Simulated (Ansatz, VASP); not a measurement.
AsIr: VASP beside Ansatz

INCAR

```
SYSTEM = AsIr
PREC = Accurate ; ENCUT = 520
EDIFF = 1E-7 ; ISMEAR = 0
SIGMA = 0.05 ; LREAL = .False.
LASPH = .True. ; NELM = 60
ALGO = Normal ; ISIF = 2
LWAVE = .False. ; LCHARG = .False.
GGA = PS ; NBANDS = 22
```

KPOINTS

```
Automatic mesh
0
Gamma
  8 8 8
  0 0 0
```

The input POSCAR:

```
AsIr
1.0
    2.9162033005      0.0000000000      0.0000000000
    0.0000000000      2.8870412675      0.0000000000
    0.0000000000      0.0000000000      7.7543056971
Ir As
2 2
Direct
    0.0000000000      0.5000000000      0.0000000000
    0.5000000000      0.0000000000      0.5000000000
    0.0000000000      0.0000000000      0.2500000000
    0.0000000000      0.0000000000      0.7500000000
```

Input for Ansatz:

```yaml
crystal:
  lattice:
    - [2.9162033005, 0.0, 0.0]
    - [0.0, 2.8870412675, 0.0]
    - [0.0, 0.0, 7.7543056971]
  atoms:
    - { symbol: Ir, position: [0.0, 0.5, 0.0] }
    - { symbol: Ir, position: [0.5, 0.0, 0.5] }
    - { symbol: As, position: [0.0, 0.0, 0.25] }
    - { symbol: As, position: [0.0, 0.0, 0.75] }
basis:
  ecutwfc: 420
  ecutrho_ratio: 4
kpoints:
  mp_grid: { grid: [8, 8, 8] }
hamiltonian:
  xc: pbesol
scf:
  occupations: { method: gaussian, width: 0.05 }
output:
  forces: true
  stress: true
  eigenvalues: true
```

Change from the starting cell: strain e2 = -0.01, atoms carried along.

Alike in both runs: task single point; functional PBEsol; k mesh 8 × 8 × 8; occupations gaussian, width 0.05 eV; no spin polarisation.

|  | VASP | Ansatz |
| --- | --- | --- |
| version | VASP 6.6.1 | Ansatz 0.2.0 |
| potentials or method | VASP PAW PBE potentials, release 64 (Ir, As), cutoff 520 eV | scalar-relativistic, plane waves, PAW |
| valence electrons in the cell | 28 | 64 |

```tsv
	VASP	Ansatz	Ansatz less VASP
gap on the k mesh at the Fermi level (eV)	none	none	-
pressure (GPa)	2.6	1.7	-0.95
traceless stress, the component that is largest in VASP (GPa)	-1.32	-1.15	+0.171
rms of the force components (eV/Å)	0.066	0.064	-0.0025
```

VASP's potentials were made for PBE, not for PBEsol. Atom by atom the forces differ by 0.002 eV/Å (rms over components). A gap of «none» marks a metal or a gap that the smearing closes. With one functional, cell and mesh, what is left measures potentials, basis and numerics. VASP's potentials hold 28 valence electrons a cell and Ansatz's 64, so a difference there can come from the potentials and not from the codes.

Neither program's run includes spin-orbit coupling.
